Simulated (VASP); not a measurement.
# Ti (P6/mmm) in VASP: a series of runs, part 2 of 2

VASP 6.6.1. The steps go on from the part before.

## 3. Single point, PBEsol

This run uses another cell than the first one, of 16.68 Å³/atom.

The input, INCAR:

```
PREC = Accurate
ENCUT = 520
EDIFF = 1E-7
ISMEAR = -1
SIGMA = 0.05
LREAL = F
LASPH = T
NELM = 100
ALGO = Normal
ISIF = 2
LWAVE = F
LCHARG = F
GGA = PS
NBANDS = 25
```

The input, KPOINTS:

```
Automatic mesh
0
Gamma
  7 7 9
```

The input, POSCAR:

```
Ti
1.0
    4.5367203846      0.0000000000      0.0000000000
   -2.2683601923      3.9289151029      0.0000000000
    0.0000000000      0.0000000000      2.8072756161
Ti
3
Direct
    0.6666666667      0.3333333333      0.5000000000
    0.3333333333      0.6666666667      0.5000000000
    0.0000000000      0.0000000000      0.0000000000
```

Potentials or basis: VASP PAW PBE potentials, release 64 (Ti_sv).

On the command line:

```bash
$ cat potpaw_PBE.64/Ti_sv/POTCAR > POTCAR
$ mpirun -np 1 vasp_std > vasp.out
```

OUTCAR:

```text
PREC = Accurate
   ENCUT = 520
   EDIFF = 1E-7
   ISMEAR = -1
   LREAL = F
   LASPH = T
   NELM = 100
   ISIF = 2
   GGA = PS

 ion  position               nearest neighbor table
   1  0.667  0.333  0.500-   2 2.62   2 2.62   2 2.62
   2  0.333  0.667  0.500-   1 2.62   1 2.62   1 2.62
   3  0.000  0.000  0.000-

  LATTYP: Found a hexagonal cell.
 ALAT       =     4.5367203846
 C/A-ratio  =     0.6187896494

  Lattice vectors:

 A1 = (   4.5367203846,   0.0000000000,   0.0000000000)
 A2 = (  -2.2683601923,   3.9289151029,   0.0000000000)
 A3 = (   0.0000000000,   0.0000000000,   2.8072756161)

Analysis of symmetry for initial positions (statically):
=====================================================================
 Subroutine PRICEL returns:
 Original cell was already a primitive cell.

 Routine SETGRP: Setting up the symmetry group for a
 hexagonal supercell.

 Subroutine GETGRP returns: Found 24 space group operations
 (whereof 24 operations were pure point group operations)
 out of a pool of 24 trial point group operations.

The static configuration has the point symmetry D_6h.

Analysis of symmetry for dynamics (positions and initial velocities):
=====================================================================
 Subroutine PRICEL returns:
 Original cell was already a primitive cell.

 Routine SETGRP: Setting up the symmetry group for a
 hexagonal supercell.

 Subroutine GETGRP returns: Found 24 space group operations
 (whereof 24 operations were pure point group operations)
 out of a pool of 24 trial point group operations.

The dynamic configuration has the point symmetry D_6h.

 Subroutine INISYM returns: Found 24 space group operations
 (whereof 24 operations are pure point group operations),
 and found     1 'primitive' translations

----------------------------------------------------------------------------------------

                                     Primitive cell

  volume of cell :      50.0380

  direct lattice vectors                    reciprocal lattice vectors
     4.536720385  0.000000000  0.000000000     0.220423547  0.127261594  0.000000000
    -2.268360192  3.928915103  0.000000000     0.000000000  0.254523189  0.000000000
     0.000000000  0.000000000  2.807275616     0.000000000  0.000000000  0.356217250

  length of vectors
     4.536720385  4.536720385  2.807275616     0.254523189  0.254523189  0.356217250

  position of ions in fractional coordinates (direct lattice)
     0.666666667  0.333333333  0.500000000
     0.333333333  0.666666667  0.500000000
     0.000000000  0.000000000  0.000000000

  ion indices of the primitive-cell ions
   primitive index   ion index
                 1           1
                 2           2
                 3           3

----------------------------------------------------------------------------------------

 KPOINTS: Automatic mesh

Automatic generation of k-mesh.
 Grid dimensions read from file:
 generate k-points for:    7    7    9

 Generating k-lattice:

  Cartesian coordinates                     Fractional coordinates (reciprocal lattice)
     0.031489078  0.018180228  0.000000000     0.142857143  0.000000000  0.000000000
     0.000000000  0.036360456  0.000000000     0.000000000  0.142857143  0.000000000
     0.000000000  0.000000000  0.039579694     0.000000000  0.000000000  0.111111111

  Length of vectors
     0.036360456  0.036360456  0.039579694

  Shift w.r.t. Gamma in fractional coordinates (k-lattice)
     0.000000000  0.000000000  0.000000000

 Subroutine IBZKPT returns following result:
 ===========================================

 Found     40 irreducible k-points:

 Following reciprocal coordinates:
            Coordinates               Weight
  0.000000  0.000000  0.000000      1.000000
  0.142857  0.000000  0.000000      6.000000
  0.285714  0.000000  0.000000      6.000000
  0.428571  0.000000  0.000000      6.000000
  0.142857  0.142857  0.000000      6.000000
  0.285714  0.142857  0.000000     12.000000
[... 16 lines left out ...]
  0.428571  0.142857  0.222222     12.000000
  0.285714  0.285714  0.222222     12.000000
 [... further k-points ...]
   k-points           NKPTS =     40   k-points in BZ     NKDIM =     40   number of bands    NBANDS=     25
   number of dos      NEDOS =    301   number of ions     NIONS =      3
   total plane-waves  NPLWV =  31104
   dimension x,y,z NGX =    36 NGY =   36 NGZ =   24
   dimension x,y,z NGXF=    72 NGYF=   72 NGZF=   48
   ions per type =               3
   NGX,Y,Z   is equivalent  to a cutoff of  13.19, 13.19, 14.21 a.u.
   NGXF,Y,Z  is equivalent  to a cutoff of  26.38, 26.38, 28.43 a.u.
 SYSTEM =  unknown system
   PREC   = accura    normal or accurate (medium, high low for compatibility)
   ISTART =      0    job   : 0-new  1-cont  2-samecut
   ICHARG =      2    charge: 1-file 2-atom 10-const
   ISPIN  =      1    spin polarized calculation?
   LNONCOLLINEAR =      F non collinear calculations
   LSORBIT =      F    spin-orbit coupling
   LASPH  =      T    aspherical Exc in radial PAW
   ENCUT  =  520.0 eV  38.22 Ry    6.18 a.u.   8.44  8.44  5.22*2*pi/ulx,y,z
   NELM   =    100;   NELMIN=  2; NELMDL= -5     # of ELM steps
   EDIFF  = 0.1E-06   stopping-criterion for ELM
   LREAL  =      F    real-space projection
   EDIFFG = 0.1E-05   stopping-criterion for IOM
   NSW    =      0    number of steps for IOM
   IBRION =     -1    ionic relax: 0-MD 1-quasi-New 2-CG
   NFREE  =      0    steps in history (QN), initial steepest desc. (CG)
   ISIF   =      2    stress and relaxation
   ISYM   =      2    0-nonsym 1-usesym 2-fastsym
   POTIM  = 0.5000    time-step for ionic-motion
   TEBEG  =    0.0;   TEEND  =   0.0 temperature during run
   PSTRESS=    0.0 pullay stress
   NELECT =      36.0000    total number of electrons
   NUPDOWN=      -1.0000    fix difference up-down
   EMIN   =  10.00;   EMAX   =-10.00  energy-range for DOS
   EFERMI =   0.00;   METHOD = LEGACY
   ISMEAR =    -1;   SIGMA  =   0.05  broadening in eV -4-tet -1-fermi 0-gaus
   EFERMI_NEDOS =   21; number of points for ismear=-14 and -15
   IALGO  =     38    algorithm
   IMIX   =      4    mixing-type and parameters
     AMIX     =   0.40;   BMIX     =  1.00
     AMIX_MAG =   1.60;   BMIX_MAG =  1.00
  volume/ion in A,a.u.               =      16.68       112.56
  Fermi-wavevector in a.u.,A,eV,Ry     =   1.466929  2.772094 29.278114  2.151881
  Thomas-Fermi vector in A             =   2.582608
   LORBIT       =      0    0 simple, 1 ext, 2 COOP (PROOUT), +10 PAW based schemes
   GGA     = PS    functional components
   LHFCALC =     F    Hartree Fock is set to
   AEXX    =    0.0000 exact exchange contribution
   IVDW    =     0    specifies the selected vdW correction
   LEPSILON=     F    determine dielectric tensor
   LRPA    =     F    only Hartree local field effects (RPA)
 non-spin polarized calculation
  energy-cutoff  :      520.00
  volume of cell :       50.04
 maximum number of plane-waves:      1372
 NGX is ok and might be reduce to    36
   NGX = 17   NGY = 17   NGZ = 11

 number of electron      36.0000002 magnetization

 Free energy of the ion-electron system (eV)
  ---------------------------------------------------
  ext. energy  EPLUGINS =         0.00000000
  ---------------------------------------------------
  free energy    TOTEN  =       -25.06759080 eV

  energy without entropy =      -25.04531815  energy(sigma->0) =      -25.05645447

 E-fermi :   8.5219     XC(G=0): -11.8297

 val. band max:        8.5137940558   @ k =   0.4286   0.1429   0.3333
 cond. band min:       8.5612759899   @ k =   0.4286   0.1429   0.2222
 fundamental gap:      0.0474819341
 Fermi energy:         8.5218988336

 k-point     1 :       0.0000    0.0000    0.0000
  band No.  band energies     occupation
      1     -48.0752      2.00000
      2     -47.8171      2.00000
      3     -47.6365      2.00000
      4     -24.5008      2.00000
      5     -24.5008      2.00000
      6     -24.4096      2.00000
[... 17 lines left out ...]
     24      10.3920      0.00000
     25      10.4833      0.00000
[... 621 lines left out ...]
      3     -47.6936      2.00000
      4     -24.5455      2.00000
      5     -24.5064      2.00000
      6     -24.4490      2.00000
[... 17 lines left out ...]
     24      11.1771      0.00000
     25      11.1991      0.00000

 [... further k-points ...]

------------------------ aborting loop because EDIFF is reached ----------------------------------------

  FORCE on cell =-STRESS in cart. coord.  units (eV):
  Direction    XX          YY          ZZ          XY          YZ          ZX
  --------------------------------------------------------------------------------------
  -------------------------------------------------------------------------------------
  Total       -0.5591355     -0.5591355     -0.4923389      0.0000000      0.0000000     -0.0000000
  in kB      -17.9030869    -17.9030869    -15.7643111      0.0000000      0.0000000     -0.0000000
  external PRESSURE =     -17.1901616 kB  Pullay stress =       0.0000000 kB

 VOLUME and BASIS-vectors are now :
 -----------------------------------------------------------------------------
  energy-cutoff  :      520.00
  volume of cell :       50.04
      direct lattice vectors                 reciprocal lattice vectors
     4.536720385  0.000000000  0.000000000     0.220423547  0.127261594  0.000000000
    -2.268360192  3.928915103  0.000000000     0.000000000  0.254523189  0.000000000
     0.000000000  0.000000000  2.807275616     0.000000000  0.000000000  0.356217250

 POSITION                                       TOTAL-FORCE (eV/Angst)
 -----------------------------------------------------------------------------------
      2.26836      1.30964      1.40364        -0.000000      0.000000     -0.000000
     -0.00000      2.61928      1.40364         0.000000     -0.000000      0.000000
      0.00000      0.00000      0.00000        -0.000000      0.000000     -0.000000
 -----------------------------------------------------------------------------------
    total drift:                                0.000000      0.000000     -0.000000

  FREE ENERGIE OF THE ION-ELECTRON SYSTEM (eV)
  ---------------------------------------------------
  free  energy   TOTEN  =       -25.0675907988 eV

  energy  without entropy=      -25.0453181495  energy(sigma->0) =      -25.05645447
```

OSZICAR:

```text
N       E                     dE             d eps       ncg     rms          rms(c)
DAV:   1     0.428095192286E+03    0.42810E+03   -0.18610E+04  2000   0.180E+03
DAV:   2     0.198089841430E+02   -0.40829E+03   -0.40143E+03  2036   0.516E+02
DAV:   3    -0.249489939734E+02   -0.44758E+02   -0.43814E+02  3700   0.147E+02
DAV:   4    -0.283460358937E+02   -0.33970E+01   -0.33795E+01  2750   0.369E+01
DAV:   5    -0.285228713781E+02   -0.17684E+00   -0.17677E+00  3154   0.703E+00    0.160E+01
DAV:   6    -0.250719440209E+02    0.34509E+01   -0.12094E+01  2498   0.333E+01    0.393E+00
DAV:   7    -0.250364566119E+02    0.35487E-01   -0.13769E+00  3050   0.778E+00    0.245E+00
DAV:   8    -0.250846783234E+02   -0.48222E-01   -0.38202E-01  2913   0.639E+00    0.126E+00
DAV:   9    -0.250814267419E+02    0.32516E-02   -0.23718E-01  2853   0.449E+00    0.939E-01
DAV:  10    -0.250670457148E+02    0.14381E-01   -0.82520E-02  2819   0.318E+00    0.124E-01
DAV:  11    -0.250675239273E+02   -0.47821E-03   -0.55001E-03  2671   0.695E-01    0.138E-01
DAV:  12    -0.250676184993E+02   -0.94572E-04   -0.55783E-04  2759   0.208E-01    0.451E-02
DAV:  13    -0.250675912482E+02    0.27251E-04   -0.12731E-04  2822   0.882E-02    0.800E-03
DAV:  14    -0.250675903505E+02    0.89762E-06   -0.98418E-06  2825   0.354E-02    0.355E-03
DAV:  15    -0.250675907001E+02   -0.34959E-06   -0.55062E-07  2555   0.817E-03    0.647E-04
DAV:  16    -0.250675907988E+02   -0.98650E-07   -0.30916E-08  1333   0.153E-03
   1 F= -.25067591E+02 E0= -.25056454E+02  d E =-.222726E-01
```

stdout:

```text
POSCAR found type information on POSCAR Ti
 POSCAR found :  1 types and       3 ions
 scaLAPACK will be used
 -----------------------------------------------------------------------------
|                                                                             |
|                                                                             |
|     You enforced a specific xc type in the INCAR file but a different       |
|     I HOPE YOU KNOW WHAT YOU ARE DOING!                                     |
|                                                                             |
 -----------------------------------------------------------------------------

 LDA part: xc-table for (Slater+PW92), standard interpolation
 POSCAR, INCAR and KPOINTS ok, starting setup
 FFT: planning ... GRIDC
 FFT: planning ... GRID_SOFT
 FFT: planning ... GRID
 WAVECAR not read
 entering main loop
```

Wall time 85 s (1 thread of Intel Xeon 8259CL, shared host); peak memory 0.19 GiB.

Results:

* Free energy: -25.0676 eV
* Pressure: -1.7 GPa
* Band gap on the k mesh: zero (bands 18 and 19 overlap by 0.28 eV)

Levels at points of the mesh, in eV from the Fermi level:
| k point | band 16 | band 17 | band 18 | band 19 | band 20 | band 21 |
| --- | --- | --- | --- | --- | --- | --- |
| (0.00, 0.00, 0.00) | -0.71 | -0.61 | -0.61 | -0.02 | 0.70 | 1.33 |

Caveat: the PAW data sets were made with another functional, which shifts forces and pressure a little.

## 4. Single point, r2SCAN

This run uses another cell than the first one, of 17.36 Å³/atom.

The input, POSCAR:

```
Ti
1.0
    4.5976232276      0.0000000000      0.0000000000
   -2.2988116138      3.9816585121      0.0000000000
    0.0000000000      0.0000000000      2.8449616649
Ti
3
Direct
    0.6666666667      0.3333333333      0.5000000000
    0.3333333333      0.6666666667      0.5000000000
    0.0000000000      0.0000000000      0.0000000000
```

The input, INCAR.step1:

```
SYSTEM = Ti
  ALGO = Normal
  EDIFF = 1E-4
  ENCUT = 520
  GGA = PE
  ISMEAR = -1
  LASPH = .TRUE.
  LCHARG = .FALSE.
  LREAL = .FALSE.
  LWAVE = .TRUE.
  NBANDS = 25
  NELM = 100
  PREC = Accurate
  SIGMA = 0.05
```

The input, INCAR.step2:

```
SYSTEM = Ti
  ALGO = Normal
  EDIFF = 1E-6
  ENCUT = 520
  ISIF = 2
  ISMEAR = -1
  ISTART = 1
  LASPH = .TRUE.
  LCHARG = .FALSE.
  LMIXTAU = .TRUE.
  LREAL = .FALSE.
  LWAVE = .FALSE.
  METAGGA = R2SCAN
  NBANDS = 25
  NELM = 100
  PREC = Accurate
  SIGMA = 0.05
```

The input, KPOINTS:

```
k-points
0
G
  7 7 9
  0 0 0
```

On the command line:

```bash
$ cat potpaw_PBE.64/Ti_sv/POTCAR > POTCAR
$ cp INCAR.step1 INCAR
$ mpirun -np 1 vasp_std > vasp.out
$ cp INCAR.step2 INCAR
$ mpirun -np 1 vasp_std > vasp.out
```

Run time: 6.2 min. Hardware: 1 thread of Intel Xeon 8259CL, shared host; peak memory 0.2 GiB.

It converged, with:

| Quantity | Value |
| --- | --- |
| Free energy | -38.9035 eV |
| Pressure | -1.9 GPa |
| Band gap on the k mesh | zero (bands 18 and 19 overlap by 0.21 eV) |

Stress tensor (GPa, compression positive):
```
-1.82  0.00  0.00
 0.00 -1.82  0.00
 0.00  0.00 -2.14
```

Levels at points of the mesh, in eV from the Fermi level:
```csv
k point,band 16,band 17,band 18,band 19,band 20,band 21
"(0.00, 0.00, 0.00)",-0.78,-0.76,-0.76,0.02,0.82,1.42
```

Caveat: the PAW data sets were made with another functional, which shifts forces and pressure a little.

## 5. Single point, PBE

The input, INCAR:

```
SYSTEM = Ti
PREC = Accurate
ENCUT = 520
EDIFF = 1E-6
ISMEAR = 0
SIGMA = 0.023
LREAL = .False.
LASPH = .True.
NELM = 100
ALGO = Normal
ISIF = 2
LWAVE = .False.
LCHARG = .True.
GGA = PE
LELF = .True.
LVHAR = .True.
NBANDS = 25
```

The input, KPOINTS:

```
Automatic mesh
0
Gamma
  7 7 9
  0 0 0
```

The input, POSCAR:

```
Ti
1.0
    4.5673748306      0.0000000000      0.0000000000
   -2.2836874153      3.9554626319      0.0000000000
    0.0000000000      0.0000000000      2.8262442700
Ti
3
Direct
    0.6666666667      0.3333333333      0.5000000000
    0.3333333333      0.6666666667      0.5000000000
    0.0000000000      0.0000000000      0.0000000000
```

On the command line:

```bash
$ cat potpaw_PBE.64/Ti_sv/POTCAR > POTCAR
$ mpirun -np 1 vasp_std > vasp.out
```

Run time: 70 s. Hardware: 1 thread of Intel Xeon 8259CL, shared host; peak memory 0.19 GiB.

The run converged. Its results:

```
Free energy            : -23.5244 eV
Pressure               : 0.6 GPa
Band gap on the k mesh : zero (bands 18 and 19 overlap by 0.27 eV)
```

Stress tensor (GPa, compression positive):
```
0.64 0.00 0.00
0.00 0.64 0.00
0.00 0.00 0.38
```

Levels at points of the mesh, in eV from the Fermi level:
```
           k point  band 15  band 16  band 17  band 18  band 19  band 20  band 21  band 22
(0.00, 0.00, 0.00)    -0.70    -0.70    -0.61    -0.61    -0.02     0.69     1.30     1.30
```

## 6. Single point, BLYP

The input, INCAR:

```
SYSTEM = Ti
PREC = Accurate
ENCUT = 520
EDIFF = 1E-6
ISMEAR = -1
SIGMA = 0.05
LREAL = .FALSE.
LASPH = .TRUE.
NELM = 100
ALGO = Normal
ISIF = 2
LWAVE = .FALSE.
LCHARG = .FALSE.
GGA = B5
ALDAX = 1.0
AGGAX = 1.0
AGGAC = 1.0
ALDAC = 0.0
NBANDS = 25
```

The input, KPOINTS:

```
Automatic mesh
0
G
  7 7 9
  0 0 0
```

POSCAR is that of step 5.

Potentials or basis: VASP PAW PBE potentials, release 64 (Ti_sv).

On the command line:

```bash
$ cat potpaw_PBE.64/Ti_sv/POTCAR > POTCAR
$ mpirun -np 1 vasp_std > vasp.out
```

Run time: 1.9 min. Hardware: 1 thread of Intel Xeon 8259CL, shared host; peak memory 0.19 GiB.

It converged, with:

| Quantity | Value |
| --- | --- |
| Free energy | -20.3088 eV |
| Pressure | 3.4 GPa |
| Band gap on the k mesh | zero (bands 18 and 19 overlap by 0.25 eV) |

Stress tensor (GPa, compression positive):
```
3.28 0.00 0.00
0.00 3.28 0.00
0.00 0.00 3.52
```

Levels at points of the mesh, in eV from the Fermi level:
| k point | band 14 | band 15 | band 16 | band 17 | band 18 | band 19 | band 20 | band 21 | band 22 | band 23 |
| --- | --- | --- | --- | --- | --- | --- | --- | --- | --- | --- |
| (0.00, 0.00, 0.00) | -1.96 | -0.66 | -0.66 | -0.57 | -0.57 | -0.04 | 0.63 | 1.23 | 1.23 | 1.74 |

Caveat: the cell stands under pressure; the PAW data sets were made with another functional, which shifts forces and pressure a little.

## 7. Summary

| task | level | cell | cutoff (eV) | smearing | gap on the mesh (eV) | pressure (GPa) |
| --- | --- | --- | --- | --- | --- | --- |
| relaxation of cell and atoms | PBEsol | relaxed to 20 GPa from a = 4.567, b = 4.567, c = 2.826 Å, angles 90.0, 90.0, 120.0°, 3 atoms | 600 | fermi-dirac 0.05 eV | none | 20.0 |
| single point | PBEsol | a = 4.537, b = 4.537, c = 2.807 Å, angles 90.0, 90.0, 120.0°, 3 atoms | 520 | fermi-dirac 0.05 eV | none | -1.7 |
| single point | r2SCAN | a = 4.598, b = 4.598, c = 2.845 Å, angles 90.0, 90.0, 120.0°, 3 atoms | 520 | fermi-dirac 0.05 eV | none | -1.9 |
| single point | PBE | a = 4.567, b = 4.567, c = 2.826 Å, angles 90.0, 90.0, 120.0°, 3 atoms | 520 | gaussian 0.023 eV | none | 0.6 |
| single point | BLYP | a = 4.567, b = 4.567, c = 2.826 Å, angles 90.0, 90.0, 120.0°, 3 atoms | 520 | fermi-dirac 0.05 eV | none | 3.4 |

Alike in all rows: potentials or basis VASP PAW PBE potentials, release 64 (Ti_sv); no spin polarisation; k mesh 7 × 7 × 9.

Caveats: the PAW data sets were made with another functional, which shifts forces and pressure a little (at least some runs); the cell is relaxed towards a set pressure, so the run minimises the enthalpy, not the energy (at least some runs); the volume moved by over 15 % at a fixed basis, so the end points are rough (at least some runs); the cell stands under pressure (at least some runs).

Total energies depend on the potentials used, so only differences within one code and one set of settings carry meaning.
